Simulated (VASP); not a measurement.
# Sr (P6_3/mmc) in VASP: notebook

Sr is run at these levels: PBEsol; tasks: single point.

Everything below comes from runs of VASP 6.6.1. Logs are shortened: lines on timing, memory, paths and dates and some standing lists are left out, and cuts for length are marked.

### 1 The cell of the first run

It takes space group P6_3/mmc (No. 194, hexagonal). Conventional cell: a = 3.390 Å, b = 3.390 Å, c = 5.486 Å, α = 90.00°, β = 90.00°, γ = 120.00°. Sr (site symmetry -6m2) has 12 Sr at 3.37 to 3.39 Å within 4.4 Å.

This isn't the form of Sr at room conditions, which is fcc.

### 2 Single point, PBEsol

File INCAR:

```
ALGO = Normal
EDIFF = 1E-7
ENCUT = 520
GGA = PS
ISIF = 2
ISMEAR = 1
LASPH = T
LCHARG = T
LELF = T
LREAL = F
LVHAR = T
LWAVE = F
NBANDS = 17
NELM = 60
PREC = Accurate
SIGMA = 0.05
```

File KPOINTS:

```
k-points
0
Gamma
  6 6 3
```

File POSCAR:

```
Sr
1.0
    3.3899452443      0.0000000000      0.0000000000
   -1.6949726222      2.9357786990      0.0000000000
    0.0000000000      0.0000000000      5.4864955112
Sr
2
Direct
    0.3333333333      0.6666666667      0.2500000000
    0.6666666667      0.3333333333      0.7500000000
```

Potentials or basis: VASP PAW PBE potentials, release 64 (Sr_sv).

On the command line:

```console
$ cat potpaw_PBE.64/Sr_sv/POTCAR > POTCAR
$ mpirun -np 1 vasp_std > vasp.out
```

OUTCAR:

```text
EDIFF = 1E-7
   ENCUT = 520
   GGA = PS
   ISIF = 2
   ISMEAR = 1
   LASPH = T
   LREAL = F
   NELM = 60
   PREC = Accurate

 ion  position               nearest neighbor table
   1  0.333  0.667  0.250-   2 3.37   2 3.37   2 3.37   2 3.37   2 3.37   2 3.37   2 4.78   2 4.78
                             2 4.78   2 4.78   2 4.78   2 4.78
   2  0.667  0.333  0.750-   1 3.37   1 3.37   1 3.37   1 3.37   1 3.37   1 3.37   1 4.78   1 4.78
                             1 4.78   1 4.78   1 4.78   1 4.78

  LATTYP: Found a hexagonal cell.
 ALAT       =     3.3899452443
 C/A-ratio  =     1.6184613956

  Lattice vectors:

 A1 = (   3.3899452443,   0.0000000000,   0.0000000000)
 A2 = (  -1.6949726222,   2.9357786990,   0.0000000000)
 A3 = (   0.0000000000,   0.0000000000,   5.4864955112)

Analysis of symmetry for initial positions (statically):
=====================================================================
 Subroutine PRICEL returns:
 Original cell was already a primitive cell.

 Routine SETGRP: Setting up the symmetry group for a
 hexagonal supercell.

 Subroutine GETGRP returns: Found 24 space group operations
 (whereof 12 operations were pure point group operations)
 out of a pool of 24 trial point group operations.

The static configuration has the point symmetry D_3d.
 The point group associated with its full space group is D_6h.

Analysis of symmetry for dynamics (positions and initial velocities):
=====================================================================
 Subroutine PRICEL returns:
 Original cell was already a primitive cell.

 Routine SETGRP: Setting up the symmetry group for a
 hexagonal supercell.

 Subroutine GETGRP returns: Found 24 space group operations
 (whereof 12 operations were pure point group operations)
 out of a pool of 24 trial point group operations.

The dynamic configuration has the point symmetry D_3d.
 The point group associated with its full space group is D_6h.

 Subroutine INISYM returns: Found 24 space group operations
 (whereof 12 operations are pure point group operations),
 and found     1 'primitive' translations

----------------------------------------------------------------------------------------

                                     Primitive cell

  volume of cell :      54.6023

  direct lattice vectors                    reciprocal lattice vectors
     3.389945244  0.000000000  0.000000000     0.294990015  0.170312565  0.000000000
    -1.694972622  2.935778699  0.000000000     0.000000000  0.340625130  0.000000000
     0.000000000  0.000000000  5.486495511     0.000000000  0.000000000  0.182265710

  length of vectors
     3.389945244  3.389945244  5.486495511     0.340625130  0.340625130  0.182265710

  position of ions in fractional coordinates (direct lattice)
     0.333333333  0.666666667  0.250000000
     0.666666667  0.333333333  0.750000000

  ion indices of the primitive-cell ions
   primitive index   ion index
                 1           1
                 2           2

----------------------------------------------------------------------------------------

 KPOINTS: k-points

Automatic generation of k-mesh.
 Grid dimensions read from file:
 generate k-points for:    6    6    3

 Generating k-lattice:

  Cartesian coordinates                     Fractional coordinates (reciprocal lattice)
     0.049165003  0.028385427  0.000000000     0.166666667  0.000000000  0.000000000
     0.000000000  0.056770855  0.000000000     0.000000000  0.166666667  0.000000000
     0.000000000  0.000000000  0.060755237     0.000000000  0.000000000  0.333333333

  Length of vectors
     0.056770855  0.056770855  0.060755237

  Shift w.r.t. Gamma in fractional coordinates (k-lattice)
     0.000000000  0.000000000  0.000000000

 Subroutine IBZKPT returns following result:
 ===========================================

 Found     14 irreducible k-points:

 Following reciprocal coordinates:
            Coordinates               Weight
  0.000000  0.000000  0.000000      1.000000
  0.166667  0.000000  0.000000      6.000000
  0.333333  0.000000  0.000000      6.000000
  0.500000  0.000000  0.000000      3.000000
  0.166667  0.166667  0.000000      6.000000
  0.333333  0.166667  0.000000     12.000000
  0.333333  0.333333  0.000000      2.000000
  0.000000  0.000000  0.333333      2.000000
  0.166667  0.000000  0.333333     12.000000
  0.333333  0.000000  0.333333     12.000000
  0.500000  0.000000  0.333333      6.000000
  0.166667  0.166667  0.333333     12.000000
  0.333333  0.166667  0.333333     24.000000
  0.333333  0.333333  0.333333      4.000000
   k-points           NKPTS =     14   k-points in BZ     NKDIM =     14   number of bands    NBANDS=     17
   number of dos      NEDOS =    301   number of ions     NIONS =      2
   total plane-waves  NPLWV =  32928
   dimension x,y,z NGX =    28 NGY =   28 NGZ =   42
   dimension x,y,z NGXF=    56 NGYF=   56 NGZF=   84
   ions per type =               2
   NGX,Y,Z   is equivalent  to a cutoff of  13.73, 13.73, 12.73 a.u.
   NGXF,Y,Z  is equivalent  to a cutoff of  27.46, 27.46, 25.45 a.u.
 SYSTEM =  unknown system
   PREC   = accura    normal or accurate (medium, high low for compatibility)
   ISTART =      0    job   : 0-new  1-cont  2-samecut
   ICHARG =      2    charge: 1-file 2-atom 10-const
   ISPIN  =      1    spin polarized calculation?
   LNONCOLLINEAR =      F non collinear calculations
   LSORBIT =      F    spin-orbit coupling
   LASPH  =      T    aspherical Exc in radial PAW
   ENCUT  =  520.0 eV  38.22 Ry    6.18 a.u.   6.30  6.30 10.20*2*pi/ulx,y,z
   NELM   =     60;   NELMIN=  2; NELMDL= -5     # of ELM steps
   EDIFF  = 0.1E-06   stopping-criterion for ELM
   LREAL  =      F    real-space projection
   EDIFFG = 0.1E-05   stopping-criterion for IOM
   NSW    =      0    number of steps for IOM
   IBRION =     -1    ionic relax: 0-MD 1-quasi-New 2-CG
   NFREE  =      0    steps in history (QN), initial steepest desc. (CG)
   ISIF   =      2    stress and relaxation
   ISYM   =      2    0-nonsym 1-usesym 2-fastsym
   POTIM  = 0.5000    time-step for ionic-motion
   TEBEG  =    0.0;   TEEND  =   0.0 temperature during run
   PSTRESS=    0.0 pullay stress
   NELECT =      20.0000    total number of electrons
   NUPDOWN=      -1.0000    fix difference up-down
   EMIN   =  10.00;   EMAX   =-10.00  energy-range for DOS
   EFERMI =   0.00;   METHOD = LEGACY
   ISMEAR =     1;   SIGMA  =   0.05  broadening in eV -4-tet -1-fermi 0-gaus
   EFERMI_NEDOS =   21; number of points for ismear=-14 and -15
   IALGO  =     38    algorithm
   IMIX   =      4    mixing-type and parameters
     AMIX     =   0.40;   BMIX     =  1.00
     AMIX_MAG =   1.60;   BMIX_MAG =  1.00
  volume/ion in A,a.u.               =      27.30       184.24
  Fermi-wavevector in a.u.,A,eV,Ry     =   1.171335  2.213502 18.667546  1.372026
  Thomas-Fermi vector in A             =   2.307780
   LORBIT       =      0    0 simple, 1 ext, 2 COOP (PROOUT), +10 PAW based schemes
   GGA     = PS    functional components
   LHFCALC =     F    Hartree Fock is set to
   AEXX    =    0.0000 exact exchange contribution
   IVDW    =     0    specifies the selected vdW correction
   LEPSILON=     F    determine dielectric tensor
   LRPA    =     F    only Hartree local field effects (RPA)
 non-spin polarized calculation
 Methfessel and Paxton  Order N= 1 SIGMA  =   0.05
  energy-cutoff  :      520.00
  volume of cell :       54.60
 maximum number of plane-waves:      1488
 NGX is ok and might be reduce to    28
   NGX = 13   NGY = 13   NGZ = 21

 number of electron      20.0000000 magnetization

 Free energy of the ion-electron system (eV)
  ---------------------------------------------------
  ext. energy  EPLUGINS =         0.00000000
  ---------------------------------------------------
  free energy    TOTEN  =        -1.66297432 eV

  energy without entropy =       -1.66291893  energy(sigma->0) =       -1.66295586

 E-fermi :   4.3371     XC(G=0):  -9.9921

 val. band max:        4.2424615770   @ k =   0.3333   0.1667   0.0000
 cond. band min:       4.3549313414   @ k =   0.3333   0.3333   0.3333
 fundamental gap:      0.1124697644
 Fermi energy:         4.3371120134

 k-point     1 :       0.0000    0.0000    0.0000
  band No.  band energies     occupation
      1     -31.1025      2.00000
      2     -30.8182      2.00000
      3     -14.0944      2.00000
      4     -12.5410      2.00000
      5     -12.5410      2.00000
      6     -12.3216      2.00000
[... 9 lines left out ...]
     16       8.3503      0.00000
     17       9.2354      0.00000

 k-point     2 :       0.1667    0.0000    0.0000
  band No.  band energies     occupation
      1     -31.0432      2.00000
      2     -30.7913      2.00000
      3     -13.9483      2.00000
      4     -12.8991      2.00000
      5     -12.6820      2.00000
      6     -12.6472      2.00000
[... 9 lines left out ...]
     16       8.4707      0.00000
     17       8.5400      0.00000

 k-point     3 :       0.3333    0.0000    0.0000
  band No.  band energies     occupation
      1     -30.9120      2.00000
      2     -30.7467      2.00000
      3     -13.5851      2.00000
      4     -13.5800      2.00000
      5     -13.3051      2.00000
      6     -12.8370      2.00000
[... 9 lines left out ...]
     16      10.3827      0.00000
     17      10.5328      0.00000

 k-point     4 :       0.5000    0.0000    0.0000
  band No.  band energies     occupation
      1     -30.8306      2.00000
      2     -30.7385      2.00000
      3     -13.8997      2.00000
      4     -13.5855      2.00000
      5     -13.3066      2.00000
      6     -12.9248      2.00000
[... 9 lines left out ...]
     16      12.8214      0.00000
     17      12.9381      0.00000

 k-point     5 :       0.1667    0.1667    0.0000
  band No.  band energies     occupation
      1     -30.9473      2.00000
      2     -30.7559      2.00000
      3     -13.6907      2.00000
      4     -13.2541      2.00000
      5     -13.2537      2.00000
      6     -12.7721      2.00000
[... 9 lines left out ...]
     16       9.1964      0.00000
     17       9.9636      0.00000

 k-point     6 :       0.3333    0.1667    0.0000
  band No.  band energies     occupation
      1     -30.8320      2.00000
      2     -30.7373      2.00000
      3     -13.7295      2.00000
      4     -13.4732      2.00000
      5     -13.3178      2.00000
      6     -13.0697      2.00000
[... 9 lines left out ...]
     16      10.8053      0.00000
     17      11.7892      0.00000

 k-point     7 :       0.3333    0.3333    0.0000
  band No.  band energies     occupation
      1     -30.7622      2.00000
      2     -30.7622      2.00000
      3     -13.6257      2.00000
      4     -13.3742      2.00000
      5     -13.3742      2.00000
      6     -13.0549      2.00000
[... 9 lines left out ...]
     16      11.5346      0.00000
     17      11.5346      0.00000

 k-point     8 :       0.0000    0.0000    0.3333
  band No.  band energies     occupation
      1     -31.0335      2.00000
      2     -30.8914      2.00000
      3     -13.6963      2.00000
      4     -12.8172      2.00000
      5     -12.4869      2.00000
      6     -12.4869      2.00000
[... 9 lines left out ...]
     16       7.7475      0.00000
     17      10.4671      0.00000

 k-point     9 :       0.1667    0.0000    0.3333
  band No.  band energies     occupation
      1     -30.9818      2.00000
      2     -30.8559      2.00000
      3     -13.6500      2.00000
      4     -13.0230      2.00000
      5     -12.7680      2.00000
      6     -12.5785      2.00000
[... 9 lines left out ...]
     16       8.3793      0.00000
     17      10.1491      0.00000

 k-point    10 :       0.3333    0.0000    0.3333
  band No.  band energies     occupation
      1     -30.8712      2.00000
      2     -30.7885      2.00000
      3     -13.7889      2.00000
      4     -13.5825      2.00000
      5     -13.0227      2.00000
      6     -12.7477      2.00000
[... 9 lines left out ...]
     16       9.8258      0.00000
     17      10.6596      0.00000

 k-point    11 :       0.5000    0.0000    0.3333
  band No.  band energies     occupation
      1     -30.8075      2.00000
      2     -30.7614      2.00000
      3     -14.0125      2.00000
      4     -13.8463      2.00000
      5     -12.9496      2.00000
      6     -12.8276      2.00000
[... 9 lines left out ...]
     16      10.3989      0.00000
     17      12.3441      0.00000

 k-point    12 :       0.1667    0.1667    0.3333
  band No.  band energies     occupation
      1     -30.9002      2.00000
      2     -30.8045      2.00000
      3     -13.6677      2.00000
      4     -13.4133      2.00000
      5     -12.9630      2.00000
      6     -12.8230      2.00000
[... 9 lines left out ...]
     16       9.1091      0.00000
     17      10.6510      0.00000

 k-point    13 :       0.3333    0.1667    0.3333
  band No.  band energies     occupation
      1     -30.8083      2.00000
      2     -30.7609      2.00000
      3     -13.8527      2.00000
      4     -13.7272      2.00000
      5     -13.1258      2.00000
      6     -12.9294      2.00000
[... 9 lines left out ...]
     16       9.7390      0.00000
     17      11.2800      0.00000

 k-point    14 :       0.3333    0.3333    0.3333
  band No.  band energies     occupation
      1     -30.7619      2.00000
      2     -30.7619      2.00000
      3     -13.6605      2.00000
      4     -13.6605      2.00000
      5     -13.4913      2.00000
      6     -13.2064      2.00000
[... 9 lines left out ...]
     16       9.6443      0.00000
     17      11.7537      0.00000

------------------------ aborting loop because EDIFF is reached ----------------------------------------

  FORCE on cell =-STRESS in cart. coord.  units (eV):
  Direction    XX          YY          ZZ          XY          YZ          ZX
  --------------------------------------------------------------------------------------
  -------------------------------------------------------------------------------------
  Total        6.8712735      6.8712735      6.8921219     -0.0000000     -0.0000000      0.0000000
  in kB      201.6214773    201.6214773    202.2332237     -0.0000000     -0.0000000      0.0000000
  external PRESSURE =     201.8253928 kB  Pullay stress =       0.0000000 kB

 VOLUME and BASIS-vectors are now :
 -----------------------------------------------------------------------------
  energy-cutoff  :      520.00
  volume of cell :       54.60
      direct lattice vectors                 reciprocal lattice vectors
     3.389945244  0.000000000  0.000000000     0.294990015  0.170312565  0.000000000
    -1.694972622  2.935778699  0.000000000     0.000000000  0.340625130  0.000000000
     0.000000000  0.000000000  5.486495511     0.000000000  0.000000000  0.182265710

 POSITION                                       TOTAL-FORCE (eV/Angst)
 -----------------------------------------------------------------------------------
     -0.00000      1.95719      1.37162        -0.000000      0.000000      0.000000
      1.69497      0.97859      4.11487         0.000000     -0.000000      0.000000
 -----------------------------------------------------------------------------------
    total drift:                               -0.000000      0.000000     -0.000000

  FREE ENERGIE OF THE ION-ELECTRON SYSTEM (eV)
  ---------------------------------------------------
  free  energy   TOTEN  =        -1.6629743206 eV

  energy  without entropy=       -1.6629189275  energy(sigma->0) =       -1.66295586
```

It took 23 s on 1 thread of Intel Xeon Platinum 8488C (Sapphire Rapids), shared host; peak memory 0.16 GiB.

What came out:

```yaml
Free_energy: -1.6630 eV
Pressure: 20.2 GPa
Band_gap_on_the_k_mesh: zero (bands 10 and 11 overlap by 1.21 eV)
```

Caveat: the k points lie up to 0.38 Å⁻¹ apart, too coarse for converged energies and pressures of a metal; the PAW data sets were made with another functional, which shifts forces and pressure a little.

### 3 Single point, PBEsol

This run uses another cell than the first one, of 33.33 Å³/atom.

File INCAR:

```
SYSTEM = Sr
  ALGO = Normal
  EDIFF = 1E-6
  ENCUT = 520
  GGA = PS
  ISIF = 2
  ISMEAR = 1
  LASPH = .TRUE.
  LCHARG = .FALSE.
  LREAL = .FALSE.
  LWAVE = .FALSE.
  NBANDS = 17
  NELM = 60
  PREC = Accurate
  SIGMA = 0.05
```

File KPOINTS:

```
k-points
0
G
  6 6 3
  0 0 0
```

File POSCAR:

```
Sr
1.0
    3.6016121347      0.0000000000      0.0000000000
   -1.8008060674      3.1190876033      0.0000000000
    0.0000000000      0.0000000000      5.9334335207
Sr
2
Direct
    0.3333333333      0.6666666667      0.2500000000
    0.6666666667      0.3333333333      0.7500000000
```

Potentials or basis: VASP PAW PBE potentials, release 64 (Sr_sv).

On the command line:

```console
$ cat potpaw_PBE.64/Sr_sv/POTCAR > POTCAR
$ mpirun -np 1 vasp_std > vasp.out
```

Wall time 15 s (1 thread of Intel Xeon Platinum 8488C (Sapphire Rapids), shared host); peak memory 0.18 GiB.

Results (log left out):

```
Free energy            : -2.7634 eV
Pressure               : 10.1 GPa
Band gap on the k mesh : zero (bands 10 and 11 overlap by 0.67 eV)
```

Levels at points of the mesh, in eV from the Fermi level:
```csv
k point,band 7,band 8,band 9,band 10,band 11,band 12,band 13,band 14
"(0.00, 0.00, 0.00)",-17.24,-17.24,-4.12,-1.38,1.43,2.81,2.88,2.88
"(0.50, 0.00, 0.00)",-17.47,-17.37,-0.98,-0.68,-0.39,0.90,2.11,2.71
```

Caveat: the cell stands under pressure; the PAW data sets were made with another functional, which shifts forces and pressure a little.

[end of part 1 of 2]
